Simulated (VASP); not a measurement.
# Mo5Rh (P4/nmm) in VASP: single point with PBE

Aim: the single point of Mo5Rh with PBE.

Everything below comes from runs of VASP 6.6.1. Logs are shortened: lines on timing, memory, paths and dates and some standing lists are left out, and cuts for length are marked.

## (1) The cell of the first run

Symmetry: P4/nmm, No. 129, tetragonal system. Conventional cell: a = 3.184 Å, b = 3.184 Å, c = 18.442 Å, α = 90.00°, β = 90.00°, γ = 90.00°. Within 3.4 Å of Mo (site symmetry 4mm) lie 5 Rh at 2.59 to 2.96 Å and 9 Mo at 2.76 to 3.18 Å. Mo (site symmetry 4mm) has 13 Mo at 2.73 to 3.18 Å and 1 Rh at 2.89 Å within 3.6 Å. Within 3.6 Å of Mo (site symmetry 4mm) lie 14 Mo at 2.73 to 3.18 Å. Mo (site symmetry 4mm) has 14 Mo at 2.72 to 3.18 Å within 3.6 Å. Within 3.6 Å of Mo (site symmetry 4mm) lie 14 Mo at 2.72 to 3.18 Å. Within 3.4 Å of Rh (site symmetry 4mm) lie 6 Mo at 2.59 to 2.96 Å and 8 Rh at 2.80 to 3.18 Å.

## (2) Single point, PBE

INCAR

```
SYSTEM = Mo5Rh
PREC     = Accurate       ! precision mode
ENCUT    = 500            ! plane-wave cutoff, eV
EDIFF    = 1E-6           ! SCF threshold, eV
ISMEAR   = 0              ! smearing method
SIGMA    = 0.1            ! smearing width, eV
LREAL    = .FALSE.        ! projectors in reciprocal space
LASPH    = .TRUE.         ! aspherical terms in the spheres
NELM     = 120            ! most SCF steps
ALGO     = Normal         ! electronic algorithm
ISIF     = 2              ! what is computed and relaxed
LWAVE    = .FALSE.        ! write WAVECAR
LCHARG   = .FALSE.        ! write CHGCAR
GGA      = PE             ! functional
NBANDS   = 97             ! bands
GGA_COMPAT= .FALSE.
```

KPOINTS

```
regular mesh
0
G
  10 10 2
  0 0 0
```

POSCAR

```
Mo5Rh
1.0
    3.1840019853      0.0000000000      0.0000000000
    0.0000000000      3.1840019853      0.0000000000
    0.0000000000      0.0000000000     18.4420526304
Mo Rh
10 2
Direct
    0.0000000000      0.5000000000      0.1151154529
    0.5000000000      0.0000000000      0.2021345771
    0.5000000000      0.0000000000      0.8848845471
    0.0000000000      0.5000000000      0.7978654229
    0.5000000000      0.0000000000      0.7145811461
    0.0000000000      0.5000000000      0.6267088884
    0.5000000000      0.0000000000      0.5435439745
    0.0000000000      0.5000000000      0.2854188539
    0.5000000000      0.0000000000      0.3732911116
    0.0000000000      0.5000000000      0.4564560255
    0.5000000000      0.0000000000      0.0452695501
    0.0000000000      0.5000000000      0.9547304499
```

Potentials or basis: VASP PAW PBE potentials, release 64 (Mo_sv, Rh_pv).

Started as:

```bash
$ cat potpaw_PBE.64/Mo_sv/POTCAR potpaw_PBE.64/Rh_pv/POTCAR > POTCAR
$ mpirun -np 1 vasp_std > vasp.out
```

OUTCAR:

```text
SYSTEM = Mo5Rh
   PREC = Accurate
   ENCUT = 500
   EDIFF = 1E-6
   ISMEAR = 0
   LREAL = .FALSE.
   LASPH = .TRUE.
   NELM = 120
   ISIF = 2
   GGA = PE

 ion  position               nearest neighbor table
   1  0.000  0.500  0.115-  11 2.59  11 2.59  11 2.59  11 2.59   2 2.76   2 2.76   2 2.76   2 2.76
                            12 2.96   8 3.14
   2  0.500  0.000  0.202-   8 2.73   8 2.73   8 2.73   8 2.73   1 2.76   1 2.76   1 2.76   1 2.76
                            11 2.89   9 3.16
   3  0.500  0.000  0.885-  12 2.59  12 2.59  12 2.59  12 2.59   4 2.76   4 2.76   4 2.76   4 2.76
                            11 2.96   5 3.14
   4  0.000  0.500  0.798-   5 2.73   5 2.73   5 2.73   5 2.73   3 2.76   3 2.76   3 2.76   3 2.76
                            12 2.89   6 3.16
   5  0.500  0.000  0.715-   4 2.73   4 2.73   4 2.73   4 2.73   6 2.77   6 2.77   6 2.77   6 2.77
                             3 3.14   7 3.15
   6  0.000  0.500  0.627-   7 2.72   7 2.72   7 2.72   7 2.72   5 2.77   5 2.77   5 2.77   5 2.77
                            10 3.14   4 3.16
   7  0.500  0.000  0.544-   6 2.72   6 2.72   6 2.72   6 2.72  10 2.77  10 2.77  10 2.77  10 2.77
                             9 3.14   5 3.15
   8  0.000  0.500  0.285-   2 2.73   2 2.73   2 2.73   2 2.73   9 2.77   9 2.77   9 2.77   9 2.77
                             1 3.14  10 3.15
   9  0.500  0.000  0.373-  10 2.72  10 2.72  10 2.72  10 2.72   8 2.77   8 2.77   8 2.77   8 2.77
                             7 3.14   2 3.16
  10  0.000  0.500  0.456-   9 2.72   9 2.72   9 2.72   9 2.72   7 2.77   7 2.77   7 2.77   7 2.77
                             6 3.14   8 3.15
  11  0.500  0.000  0.045-   1 2.59   1 2.59   1 2.59   1 2.59  12 2.80  12 2.80  12 2.80  12 2.80
                             2 2.89   3 2.96
  12  0.000  0.500  0.955-   3 2.59   3 2.59   3 2.59   3 2.59  11 2.80  11 2.80  11 2.80  11 2.80
                             4 2.89   1 2.96

  LATTYP: Found a simple tetragonal cell.
 ALAT       =     3.1840019853
 C/A-ratio  =     5.7920983453

  Lattice vectors:

 A1 = (   3.1840019853,   0.0000000000,   0.0000000000)
 A2 = (   0.0000000000,   3.1840019853,   0.0000000000)
 A3 = (   0.0000000000,   0.0000000000,  18.4420526304)

Analysis of symmetry for initial positions (statically):
=====================================================================
 Subroutine PRICEL returns:
 Original cell was already a primitive cell.

 Routine SETGRP: Setting up the symmetry group for a
 simple tetragonal supercell.

 Subroutine GETGRP returns: Found 16 space group operations
 (whereof  8 operations were pure point group operations)
 out of a pool of 16 trial point group operations.

The static configuration has the point symmetry D_2d.
 The point group associated with its full space group is D_4h.

Analysis of symmetry for dynamics (positions and initial velocities):
=====================================================================
 Subroutine PRICEL returns:
 Original cell was already a primitive cell.

 Routine SETGRP: Setting up the symmetry group for a
 simple tetragonal supercell.

 Subroutine GETGRP returns: Found 16 space group operations
 (whereof  8 operations were pure point group operations)
 out of a pool of 16 trial point group operations.

The dynamic configuration has the point symmetry D_2d.
 The point group associated with its full space group is D_4h.

 Subroutine INISYM returns: Found 16 space group operations
 (whereof  8 operations are pure point group operations),
 and found     1 'primitive' translations

----------------------------------------------------------------------------------------

                                     Primitive cell

  volume of cell :     186.9631

  direct lattice vectors                    reciprocal lattice vectors
     3.184001985  0.000000000  0.000000000     0.314070156  0.000000000  0.000000000
     0.000000000  3.184001985  0.000000000     0.000000000  0.314070156  0.000000000
     0.000000000  0.000000000 18.442052630     0.000000000  0.000000000  0.054223899

  length of vectors
     3.184001985  3.184001985 18.442052630     0.314070156  0.314070156  0.054223899

  position of ions in fractional coordinates (direct lattice)
     0.000000000  0.500000000  0.115115453
     0.500000000  0.000000000  0.202134577
     0.500000000  0.000000000  0.884884547
     0.000000000  0.500000000  0.797865423
     0.500000000  0.000000000  0.714581146
     0.000000000  0.500000000  0.626708888
     0.500000000  0.000000000  0.543543974
     0.000000000  0.500000000  0.285418854
     0.500000000  0.000000000  0.373291112
     0.000000000  0.500000000  0.456456026
     0.500000000  0.000000000  0.045269550
     0.000000000  0.500000000  0.954730450

  ion indices of the primitive-cell ions
   primitive index   ion index
                 1           1
                 2           2
                 3           3
                 4           4
                 5           5
                 6           6
                 7           7
                 8           8
                 9           9
                10          10
                11          11
                12          12

----------------------------------------------------------------------------------------

 KPOINTS: regular mesh

Automatic generation of k-mesh.
 Grid dimensions read from file:
 generate k-points for:   10   10    2

 Generating k-lattice:

  Cartesian coordinates                     Fractional coordinates (reciprocal lattice)
     0.031407016  0.000000000  0.000000000     0.100000000  0.000000000  0.000000000
     0.000000000  0.031407016  0.000000000     0.000000000  0.100000000  0.000000000
     0.000000000  0.000000000  0.027111950     0.000000000  0.000000000  0.500000000

  Length of vectors
     0.031407016  0.031407016  0.027111950

  Shift w.r.t. Gamma in fractional coordinates (k-lattice)
     0.000000000  0.000000000  0.000000000

 Subroutine IBZKPT returns following result:
 ===========================================

 Found     42 irreducible k-points:

 Following reciprocal coordinates:
            Coordinates               Weight
  0.000000  0.000000  0.000000      1.000000
  0.100000  0.000000  0.000000      4.000000
  0.200000  0.000000  0.000000      4.000000
  0.300000  0.000000  0.000000      4.000000
  0.400000  0.000000  0.000000      4.000000
  0.500000  0.000000  0.000000      2.000000
[... 16 lines left out ...]
  0.100000  0.000000  0.500000      4.000000
  0.200000  0.000000  0.500000      4.000000
 [... further k-points ...]
   k-points           NKPTS =     42   k-points in BZ     NKDIM =     42   number of bands    NBANDS=     97
   number of dos      NEDOS =    301   number of ions     NIONS =     12
   total plane-waves  NPLWV =  80640
   dimension x,y,z NGX =    24 NGY =   24 NGZ =  140
   dimension x,y,z NGXF=    48 NGYF=   48 NGZF=  280
   ions per type =              10   2
   NGX,Y,Z   is equivalent  to a cutoff of  12.53, 12.53, 12.62 a.u.
   NGXF,Y,Z  is equivalent  to a cutoff of  25.06, 25.06, 25.24 a.u.
 SYSTEM =  Mo5Rh
   PREC   = accura    normal or accurate (medium, high low for compatibility)
   ISTART =      0    job   : 0-new  1-cont  2-samecut
   ICHARG =      2    charge: 1-file 2-atom 10-const
   ISPIN  =      1    spin polarized calculation?
   LNONCOLLINEAR =      F non collinear calculations
   LSORBIT =      F    spin-orbit coupling
   LASPH  =      T    aspherical Exc in radial PAW
   ENCUT  =  500.0 eV  36.75 Ry    6.06 a.u.   5.81  5.81 33.62*2*pi/ulx,y,z
   NELM   =    120;   NELMIN=  2; NELMDL= -5     # of ELM steps
   EDIFF  = 0.1E-05   stopping-criterion for ELM
   LREAL  =      F    real-space projection
   EDIFFG = 0.1E-04   stopping-criterion for IOM
   NSW    =      0    number of steps for IOM
   IBRION =     -1    ionic relax: 0-MD 1-quasi-New 2-CG
   NFREE  =      0    steps in history (QN), initial steepest desc. (CG)
   ISIF   =      2    stress and relaxation
   ISYM   =      2    0-nonsym 1-usesym 2-fastsym
   POTIM  = 0.5000    time-step for ionic-motion
   TEBEG  =    0.0;   TEEND  =   0.0 temperature during run
   PSTRESS=    0.0 pullay stress
   NELECT =     170.0000    total number of electrons
   NUPDOWN=      -1.0000    fix difference up-down
   EMIN   =  10.00;   EMAX   =-10.00  energy-range for DOS
   EFERMI =   0.00;   METHOD = LEGACY
   ISMEAR =     0;   SIGMA  =   0.10  broadening in eV -4-tet -1-fermi 0-gaus
   EFERMI_NEDOS =   21; number of points for ismear=-14 and -15
   IALGO  =     38    algorithm
   IMIX   =      4    mixing-type and parameters
     AMIX     =   0.40;   BMIX     =  1.00
     AMIX_MAG =   1.60;   BMIX_MAG =  1.00
  volume/ion in A,a.u.               =      15.58       105.14
  Fermi-wavevector in a.u.,A,eV,Ry     =   1.586010  2.997124 34.224458  2.515427
  Thomas-Fermi vector in A             =   2.685387
   LORBIT       =      0    0 simple, 1 ext, 2 COOP (PROOUT), +10 PAW based schemes
   GGA     = PE    functional components
   LHFCALC =     F    Hartree Fock is set to
   AEXX    =    0.0000 exact exchange contribution
   IVDW    =     0    specifies the selected vdW correction
   LEPSILON=     F    determine dielectric tensor
   LRPA    =     F    only Hartree local field effects (RPA)
 non-spin polarized calculation
 Gauss-broadening in eV      SIGMA  =   0.10
  energy-cutoff  :      500.00
  volume of cell :      186.96
 maximum number of plane-waves:      4824
 NGX is ok and might be reduce to    24
   NGX = 11   NGY = 11   NGZ = 67

 number of electron     170.0000014 magnetization

 Free energy of the ion-electron system (eV)
  ---------------------------------------------------
  ext. energy  EPLUGINS =         0.00000000
  ---------------------------------------------------
  free energy    TOTEN  =      -123.84544523 eV

  energy without entropy =     -123.81198302  energy(sigma->0) =     -123.82871412

 E-fermi :  12.2414     XC(G=0): -13.3810

 val. band max:       12.2411608019   @ k =   0.4000   0.1000   0.0000
 cond. band min:      12.2577042851   @ k =   0.2000   0.1000   0.5000
 fundamental gap:      0.0165434833
 Fermi energy:        12.2414478999

 k-point     1 :       0.0000    0.0000    0.0000
  band No.  band energies     occupation
      1     -49.1296      2.00000
      2     -49.1294      2.00000
      3     -49.0273      2.00000
      4     -48.9753      2.00000
      5     -48.9188      2.00000
      6     -48.8442      2.00000
[... 89 lines left out ...]
     96      13.8170      0.00000
     97      13.8617      0.00000

 k-point     2 :       0.1000    0.0000    0.0000
  band No.  band energies     occupation
      1     -49.1248      2.00000
      2     -49.1245      2.00000
      3     -49.0168      2.00000
      4     -48.9673      2.00000
      5     -48.9135      2.00000
      6     -48.8413      2.00000
[... 2189 lines left out ...]
     96      13.4641      0.00000
     97      13.5313      0.00000

 k-point    24 :       0.2000    0.0000    0.5000
  band No.  band energies     occupation
      1     -49.1122      2.00000
      2     -49.1118      2.00000
      3     -48.9866      2.00000
      4     -48.9442      2.00000
      5     -48.8980      2.00000
      6     -48.8330      2.00000
[... 89 lines left out ...]
     96      13.3920      0.00000
     97      13.3949      0.00000

 [... further k-points ...]
[... 5 lines left out ...]
  --------------------------------------------------------------------------------------
  -------------------------------------------------------------------------------------
  Total        0.5494599      0.5494599      0.5317981      0.0000000      0.0000000      0.0000000
  in kB        4.7085876      4.7085876      4.5572350      0.0000000      0.0000000      0.0000000
  external PRESSURE =       4.6581367 kB  Pullay stress =       0.0000000 kB

 VOLUME and BASIS-vectors are now :
 -----------------------------------------------------------------------------
  energy-cutoff  :      500.00
  volume of cell :      186.96
      direct lattice vectors                 reciprocal lattice vectors
     3.184001985  0.000000000  0.000000000     0.314070156  0.000000000  0.000000000
     0.000000000  3.184001985  0.000000000     0.000000000  0.314070156  0.000000000
     0.000000000  0.000000000 18.442052630     0.000000000  0.000000000  0.054223899

 POSITION                                       TOTAL-FORCE (eV/Angst)
 -----------------------------------------------------------------------------------
      0.00000      1.59200      2.12297        -0.000000     -0.000000     -0.000833
      1.59200      0.00000      3.72778         0.000000     -0.000000     -0.003571
      1.59200      0.00000     16.31909         0.000000     -0.000000      0.000833
      0.00000      1.59200     14.71428        -0.000000     -0.000000      0.003571
      1.59200      0.00000     13.17834        -0.000000     -0.000000     -0.002298
      0.00000      1.59200     11.55780        -0.000000     -0.000000      0.003115
      1.59200      0.00000     10.02407        -0.000000     -0.000000     -0.003892
      0.00000      1.59200      5.26371        -0.000000     -0.000000      0.002298
      1.59200      0.00000      6.88425        -0.000000     -0.000000     -0.003115
      0.00000      1.59200      8.41799         0.000000      0.000000      0.003892
      1.59200      0.00000      0.83486        -0.000000     -0.000000     -0.022181
      0.00000      1.59200     17.60719         0.000000     -0.000000      0.022181
 -----------------------------------------------------------------------------------
    total drift:                                0.000000      0.000000      0.000000

  FREE ENERGIE OF THE ION-ELECTRON SYSTEM (eV)
  ---------------------------------------------------
  free  energy   TOTEN  =      -123.8454452253 eV

  energy  without entropy=     -123.8119830173  energy(sigma->0) =     -123.82871412
```

Run time: 15 min. Hardware: 1 thread of AMD EPYC 9R45 (Zen 5), shared host; peak memory 0.56 GiB.

What came out:

| Item | Value |
| --- | --- |
| Free energy | -123.8454 eV |
| Pressure | 0.5 GPa |
| Largest force | 0.022 eV/Å |
| Band gap on the k mesh | zero (bands 85 and 86 overlap by 1.96 eV) |

Forces on the atoms (eV/Å):
```
Mo   0.000  0.000 -0.001
Mo   0.000  0.000 -0.004
Mo   0.000  0.000  0.001
Mo   0.000  0.000  0.004
Mo   0.000  0.000 -0.002
Mo   0.000  0.000  0.003
Mo   0.000  0.000 -0.004
Mo   0.000  0.000  0.002
Mo   0.000  0.000 -0.003
Mo   0.000  0.000  0.004
Rh   0.000  0.000 -0.022
Rh   0.000  0.000  0.022
```
